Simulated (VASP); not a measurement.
# Li2Sn (Fm-3m) in VASP: a series of runs

Runs on Li2Sn. Level: PBE. Tasks: single point, relaxation of cell and atoms.

Program: VASP 6.6.1. These are calculated values, not measurements. Logs are shortened: lines on timing, memory, paths and dates and some standing lists are left out, and cuts for length are marked.

### Step 1. The cell of the first run

The structure is cubic, space group Fm-3m (No. 225). Conventional cell: a = 5.805 Å, b = 5.805 Å, c = 5.805 Å, α = 90.00°, β = 90.00°, γ = 90.00°. Li (site symmetry -43m) has 4 Sn at 2.51 Å and 6 Li at 2.90 Å within 3.3 Å. Sn (site symmetry m-3m) has 8 Li at 2.51 Å within 3.3 Å.

### Step 2. Single point, PBE

Input file INCAR:

```
ALGO     = Fast           # electronic algorithm
EDIFF    = 1E-7           # SCF threshold, eV
ENCUT    = 520            # plane-wave cutoff, eV
GGA      = PE             # functional
ISIF     = 2              # what is computed and relaxed
ISMEAR   = 0              # smearing method
LASPH    = T              # aspherical terms in the spheres
LCHARG   = F              # write CHGCAR
LREAL    = F              # projectors in reciprocal space
LWAVE    = F              # write WAVECAR
NBANDS   = 17             # bands
NELM     = 100            # most SCF steps
PREC     = Accurate       # precision mode
SIGMA    = 0.1            # smearing width, eV
```

Input file KPOINTS:

```
k-points
0
Gamma
  6 6 6
```

Input file POSCAR:

```
Li2Sn
1.0
    0.0000000000      2.9024859162      2.9024859162
    2.9024859162      0.0000000000      2.9024859162
    2.9024859162      2.9024859162      0.0000000000
Li Sn
2 1
Direct
    0.2500000000      0.2500000000      0.2500000000
    0.7500000000      0.7500000000      0.7500000000
    0.0000000000      0.0000000000      0.0000000000
```

Potentials or basis: VASP PAW PBE potentials, release 64 (Li_sv, Sn_d).

Run with:

```
cat potpaw_PBE.64/Li_sv/POTCAR potpaw_PBE.64/Sn_d/POTCAR > POTCAR
mpirun -np 1 vasp_std > vasp.out
```

OUTCAR:

```text
EDIFF = 1E-7
   ENCUT = 520
   GGA = PE
   ISIF = 2
   ISMEAR = 0
   LASPH = T
   LREAL = F
   NELM = 100
   PREC = Accurate

 ion  position               nearest neighbor table
   1  0.250  0.250  0.250-   3 2.51   3 2.51   3 2.51   3 2.51
   2  0.750  0.750  0.750-   3 2.51   3 2.51   3 2.51   3 2.51
   3  0.000  0.000  0.000-   2 2.51   2 2.51   2 2.51   1 2.51   2 2.51   1 2.51   1 2.51   1 2.51

  LATTYP: Found a face centered cubic cell.
 ALAT       =     5.8049718324

  Lattice vectors:

 A1 = (   0.0000000000,   2.9024859162,   2.9024859162)
 A2 = (   2.9024859162,   0.0000000000,   2.9024859162)
 A3 = (   2.9024859162,   2.9024859162,   0.0000000000)

Analysis of symmetry for initial positions (statically):
=====================================================================
 Subroutine PRICEL returns:
 Original cell was already a primitive cell.

 Routine SETGRP: Setting up the symmetry group for a
 face centered cubic supercell.

 Subroutine GETGRP returns: Found 48 space group operations
 (whereof 48 operations were pure point group operations)
 out of a pool of 48 trial point group operations.

The static configuration has the point symmetry O_h .

Analysis of symmetry for dynamics (positions and initial velocities):
=====================================================================
 Subroutine PRICEL returns:
 Original cell was already a primitive cell.

 Routine SETGRP: Setting up the symmetry group for a
 face centered cubic supercell.

 Subroutine GETGRP returns: Found 48 space group operations
 (whereof 48 operations were pure point group operations)
 out of a pool of 48 trial point group operations.

The dynamic configuration has the point symmetry O_h .

 Subroutine INISYM returns: Found 48 space group operations
 (whereof 48 operations are pure point group operations),
 and found     1 'primitive' translations

----------------------------------------------------------------------------------------

                                     Primitive cell

  volume of cell :      48.9035

  direct lattice vectors                    reciprocal lattice vectors
     0.000000000  2.902485916  2.902485916    -0.172266124  0.172266124  0.172266124
     2.902485916  0.000000000  2.902485916     0.172266124 -0.172266124  0.172266124
[... 77 lines left out ...]
   NELM   =    100;   NELMIN=  2; NELMDL= -5     # of ELM steps
   EDIFF  = 0.1E-06   stopping-criterion for ELM
   LREAL  =      F    real-space projection
   EDIFFG = 0.1E-05   stopping-criterion for IOM
   NSW    =      0    number of steps for IOM
   IBRION =     -1    ionic relax: 0-MD 1-quasi-New 2-CG
   NFREE  =      0    steps in history (QN), initial steepest desc. (CG)
   ISIF   =      2    stress and relaxation
   ISYM   =      2    0-nonsym 1-usesym 2-fastsym
   POTIM  = 0.5000    time-step for ionic-motion
   TEBEG  =    0.0;   TEEND  =   0.0 temperature during run
   PSTRESS=    0.0 pullay stress
   NELECT =      20.0000    total number of electrons
   NUPDOWN=      -1.0000    fix difference up-down
   EMIN   =  10.00;   EMAX   =-10.00  energy-range for DOS
   EFERMI =   0.00;   METHOD = LEGACY
   ISMEAR =     0;   SIGMA  =   0.10  broadening in eV -4-tet -1-fermi 0-gaus
   EFERMI_NEDOS =   21; number of points for ismear=-14 and -15
   IALGO  =     68    algorithm
   IMIX   =      4    mixing-type and parameters
     AMIX     =   0.40;   BMIX     =  1.00
     AMIX_MAG =   1.60;   BMIX_MAG =  1.00
  volume/ion in A,a.u.               =      16.30       110.01
  Fermi-wavevector in a.u.,A,eV,Ry     =   1.215173  2.296344 20.090974  1.476645
  Thomas-Fermi vector in A             =   2.350569
   LORBIT       =      0    0 simple, 1 ext, 2 COOP (PROOUT), +10 PAW based schemes
   GGA     = PE    functional components
   LHFCALC =     F    Hartree Fock is set to
   AEXX    =    0.0000 exact exchange contribution
   IVDW    =     0    specifies the selected vdW correction
   LEPSILON=     F    determine dielectric tensor
   LRPA    =     F    only Hartree local field effects (RPA)
 non-spin polarized calculation
 RMM-DIIS sequential band-by-band and
 Gauss-broadening in eV      SIGMA  =   0.10
  energy-cutoff  :      520.00
  volume of cell :       48.90
 maximum number of plane-waves:      1363
 NGX is ok and might be reduce to    32
   NGX = 15   NGY = 15   NGZ = 15

 number of electron      19.9999990 magnetization

 Free energy of the ion-electron system (eV)
  ---------------------------------------------------
  ext. energy  EPLUGINS =         0.00000000
  ---------------------------------------------------
  free energy    TOTEN  =        -7.03975011 eV

  energy without entropy =       -7.02686207  energy(sigma->0) =       -7.03330609

 E-fermi :   5.1366     XC(G=0):  -9.4987

 val. band max:        5.1151346859   @ k =   0.5000   0.3333   0.1667
 cond. band min:       5.1767987319   @ k =   0.5000   0.1667   0.0000
 fundamental gap:      0.0616640460
 Fermi energy:         5.1365501062

 k-point     1 :       0.0000    0.0000    0.0000
  band No.  band energies     occupation
      1     -40.4140      2.00000
      2     -40.3741      2.00000
      3     -15.8205      2.00000
      4     -15.8205      2.00000
      5     -15.8205      2.00000
      6     -15.7474      2.00000
[... 297 lines left out ...]
      4     -15.7927      2.00000
      5     -15.7857      2.00000
      6     -15.7571      2.00000
[... 9 lines left out ...]
     16      17.3045      0.00000
     17      18.2054      0.00000

------------------------ aborting loop because EDIFF is reached ----------------------------------------

  FORCE on cell =-STRESS in cart. coord.  units (eV):
  Direction    XX          YY          ZZ          XY          YZ          ZX
  --------------------------------------------------------------------------------------
  -------------------------------------------------------------------------------------
  Total        4.8702253      4.8702253      4.8702253      0.0000000     -0.0000000      0.0000000
  in kB      159.5582557    159.5582557    159.5582557      0.0000000     -0.0000000      0.0000000
  external PRESSURE =     159.5582557 kB  Pullay stress =       0.0000000 kB

 VOLUME and BASIS-vectors are now :
 -----------------------------------------------------------------------------
  energy-cutoff  :      520.00
  volume of cell :       48.90
      direct lattice vectors                 reciprocal lattice vectors
     0.000000000  2.902485916  2.902485916    -0.172266124  0.172266124  0.172266124
     2.902485916  0.000000000  2.902485916     0.172266124 -0.172266124  0.172266124
     2.902485916  2.902485916  0.000000000     0.172266124  0.172266124 -0.172266124

 POSITION                                       TOTAL-FORCE (eV/Angst)
 -----------------------------------------------------------------------------------
      1.45124      1.45124      1.45124         0.000000      0.000000     -0.000000
      4.35373      4.35373      4.35373         0.000000     -0.000000      0.000000
      0.00000      0.00000      0.00000        -0.000000     -0.000000     -0.000000
 -----------------------------------------------------------------------------------
    total drift:                                0.000000     -0.000000      0.000000

  FREE ENERGIE OF THE ION-ELECTRON SYSTEM (eV)
  ---------------------------------------------------
  free  energy   TOTEN  =        -7.0397501139 eV

  energy  without entropy=       -7.0268620736  energy(sigma->0) =       -7.03330609
```

Wall time 24 s (1 thread of AMD EPYC 9R45 (Zen 5), shared host); peak memory 0.14 GiB.

What came out:

```
Free energy            : -7.0398 eV
Band gap on the k mesh : zero (bands 10 and 11 overlap by 4.01 eV)
```

Caveat: the cutoff is under 1.25 times the usual one of these potentials, so pressure, stress and relaxed cells hold a basis-set (Pulay) error; spin-orbit coupling is left out, which moves the levels of the heavy elements.

### Step 3. Single point, PBE

This run uses another cell than the first one, of 23.32 Å³/atom.

Input file INCAR:

```
SYSTEM = Li2Sn
PREC = Accurate
ENCUT = 520
EDIFF = 1E-7
ISMEAR = 0
SIGMA = 0.1
LREAL = .False.
LASPH = .True.
NELM = 100
ALGO = Fast
ISIF = 2
LWAVE = .False.
LCHARG = .True.
GGA = PE
LELF = .True.
LVHAR = .True.
NBANDS = 17
```

Input file KPOINTS:

```
Automatic mesh
0
Gamma
  6 6 6
  0 0 0
```

Input file POSCAR:

```
Li2Sn
1.0
    0.0000000000      3.2702745997      3.2702745997
    3.2702745997      0.0000000000      3.2702745997
    3.2702745997      3.2702745997      0.0000000000
Li Sn
2 1
Direct
    0.2500000000      0.2500000000      0.2500000000
    0.7500000000      0.7500000000      0.7500000000
    0.0000000000      0.0000000000      0.0000000000
```

Potentials or basis: VASP PAW PBE potentials, release 64 (Li_sv, Sn_d).

Run with:

```
cat potpaw_PBE.64/Li_sv/POTCAR potpaw_PBE.64/Sn_d/POTCAR > POTCAR
mpirun -np 1 vasp_std > vasp.out
```

It took 40 s on 1 thread of AMD EPYC 9R45 (Zen 5), shared host; peak memory 0.17 GiB.

The run converged. Its results:

```
Free energy            : -7.8472 eV
Band gap on the k mesh : zero (bands 10 and 11 overlap by 2.73 eV)
```

Levels at points of the mesh, in eV from the Fermi level:
| k point | band 7 | band 8 | band 9 | band 10 | band 11 | band 12 | band 13 | band 14 |
| --- | --- | --- | --- | --- | --- | --- | --- | --- |
| (0.00, 0.00, 0.00) | -20.79 | -7.50 | 1.73 | 1.73 | 1.73 | 4.02 | 4.02 | 4.02 |
| (0.50, 0.00, 0.00) | -20.79 | -6.61 | -2.54 | 0.78 | 0.78 | 4.33 | 4.33 | 4.50 |
| (0.50, 0.50, 0.00) | -20.79 | -6.33 | -1.84 | -0.60 | -0.60 | 2.23 | 4.13 | 9.60 |

Caveat: the cutoff is under 1.25 times the usual one of these potentials, so pressure, stress and relaxed cells hold a basis-set (Pulay) error; spin-orbit coupling is left out, which moves the levels of the heavy elements.

### Step 4. Relaxation of cell and atoms, PBE

Input file INCAR:

```
  ALGO = Fast
  EDIFF = 1E-6
  EDIFFG = -0.04
  ENCUT = 600
  GGA = PE
  IBRION = 2
  ISIF = 3
  ISMEAR = 0
  LASPH = True
  LCHARG = False
  LREAL = False
  LWAVE = False
  NELM = 80
  NSW = 90
  PREC = Accurate
  SIGMA = 0.1
```

Input file KPOINTS:

```
k-points
0
Gamma
  6 6 6
```

Input file POSCAR:

```
Li2Sn
1.0
    0.0000000000      2.9024859162      2.9024859162
    2.9024859162      0.0000000000      2.9024859162
    2.9024859162      2.9024859162      0.0000000000
Li Sn
2 1
Direct
    0.2500000000      0.2500000000      0.2500000000
    0.7500000000      0.7500000000      0.7500000000
    0.0000000000      0.0000000000      0.0000000000
```

Run with:

```
cat potpaw_PBE.64/Li_sv/POTCAR potpaw_PBE.64/Sn_d/POTCAR > POTCAR
mpirun -np 1 vasp_std > vasp.out
```

It took 1.8 min on 1 thread of AMD EPYC 9R45 (Zen 5), shared host; peak memory 0.18 GiB.

It converged, with:

- Free energy: -7.8283 eV
- Relaxed volume: 23.14 Å³/atom
- Relaxed cell: a = 4.613 Å, b = 4.613 Å, c = 4.613 Å, α = 60.00°, β = 60.00°, γ = 60.00°
- Space group after relaxing (to 0.1 Å): Fm-3m (No. 225)
- Energy gained by relaxing: 262.5 meV/atom
- Ionic steps: 4
- Pressure after relaxing: 0.1 GPa
- Band gap on the k mesh: zero (bands 10 and 11 overlap by 2.75 eV)

Step by step:
```csv
step,energy change (eV),largest force (eV/Å),pressure (GPa),volume (Å³)
1,0.0000,0.0000,15.94,48.90
2,-0.6952,0.0000,3.88,61.30
3,-0.7814,0.0000,0.87,67.36
4,-0.7875,0.0000,0.07,69.43
```

Final structure:
```cif
data_structure
_symmetry_space_group_name_H-M 'P 1'
_symmetry_Int_Tables_number 1
_cell_length_a 4.6133
_cell_length_b 4.6133
_cell_length_c 4.6133
_cell_angle_alpha 60.000
_cell_angle_beta 60.000
_cell_angle_gamma 60.000
_cell_volume 69.43
loop_
_atom_site_label
_atom_site_type_symbol
_atom_site_fract_x
_atom_site_fract_y
_atom_site_fract_z
_atom_site_occupancy
Li1 Li 0.25000 0.25000 0.25000 1
Li2 Li 0.75000 0.75000 0.75000 1
Sn1 Sn 0.00000 0.00000 0.00000 1
```

Levels at points of the mesh, in eV from the Fermi level:
```csv
k point,band 8,band 9,band 10,band 11,band 12,band 13
"(0.00, 0.00, 0.00)",-7.51,1.74,1.74,1.74,5.53,5.78
"(0.50, 0.00, 0.00)",-6.62,-2.56,0.78,0.78,7.38,7.41
"(0.50, 0.50, 0.00)",-6.34,-1.84,-0.61,-0.61,2.24,4.24
```

Caveat: the cutoff is under 1.25 times the usual one of these potentials, so pressure, stress and relaxed cells hold a basis-set (Pulay) error; the volume moved by over 15 % at a fixed basis, so the end points are rough; spin-orbit coupling is left out, which moves the levels of the heavy elements.

### Step 5. Single point, PBE

This run uses another cell than the first one, of 23.53 Å³/atom.

Input file INCAR:

```
SYSTEM = Li2Sn
PREC = Accurate
ENCUT = 520
EDIFF = 1E-6
ISMEAR = 0
SIGMA = 0.1
LREAL = .False.
LASPH = .True.
NELM = 100
ALGO = Normal
ISIF = 2
LWAVE = .False.
LCHARG = .False.
GGA = PE
NBANDS = 17
```

Input file KPOINTS:

```
regular mesh
0
Gamma
  12 12 12
  0 0 0
```

Input file POSCAR:

```
Li2Sn
1.0
    0.0000000000      3.2801697093      3.2801697093
    3.2801697093      0.0000000000      3.2801697093
    3.2801697093      3.2801697093      0.0000000000
Li Sn
2 1
Direct
    0.2500000000      0.2500000000      0.2500000000
    0.7500000000      0.7500000000      0.7500000000
    0.0000000000      0.0000000000      0.0000000000
```

Run with:

```
cat potpaw_PBE.64/Li_sv/POTCAR potpaw_PBE.64/Sn_d/POTCAR > POTCAR
mpirun -np 1 vasp_std > vasp.out
```

It took 51 s on 1 thread of AMD EPYC 9R45 (Zen 5), shared host; peak memory 0.22 GiB.

Results (log left out):

* Free energy: -7.8641 eV
* Band gap on the k mesh: zero (bands 10 and 11 overlap by 2.87 eV)

Levels at points of the mesh, in eV from the Fermi level:
| k point | band 8 | band 9 | band 10 | band 11 | band 12 | band 13 |
| --- | --- | --- | --- | --- | --- | --- |
| (0.00, 0.00, 0.00) | -7.46 | 1.72 | 1.72 | 1.72 | 4.03 | 4.03 |
| (0.50, 0.00, 0.00) | -6.59 | -2.50 | 0.78 | 0.78 | 4.33 | 4.33 |
| (0.50, 0.50, 0.00) | -6.31 | -1.81 | -0.58 | -0.58 | 2.24 | 4.12 |

Caveat: the cutoff is under 1.25 times the usual one of these potentials, so pressure, stress and relaxed cells hold a basis-set (Pulay) error; spin-orbit coupling is left out, which moves the levels of the heavy elements.

### Step 6. Overview

```csv
task,cell,k mesh,cutoff (eV),gap on the mesh (eV)
single point,"a = 4.105 Å, angles 60.0°, 3 atoms",6 × 6 × 6,520,none
single point,"a = 4.625 Å, angles 60.0°, 3 atoms",6 × 6 × 6,520,none
relaxation of cell and atoms,"relaxed from a = 4.105 Å, angles 60.0°, 3 atoms",6 × 6 × 6,600,none
single point,"a = 4.639 Å, angles 60.0°, 3 atoms",12 × 12 × 12,520,none
```

Alike in all rows: level PBE; potentials or basis VASP PAW PBE potentials, release 64 (Li_sv, Sn_d); no spin polarisation; smearing gaussian 0.1 eV.

Caveats: the cutoff is under 1.25 times the usual one of these potentials, so pressure, stress and relaxed cells hold a basis-set (Pulay) error; spin-orbit coupling is left out, which moves the levels of the heavy elements; the volume moved by over 15 % at a fixed basis, so the end points are rough (at least some runs).

Absolute energies hang on the potentials; compare differences alone.
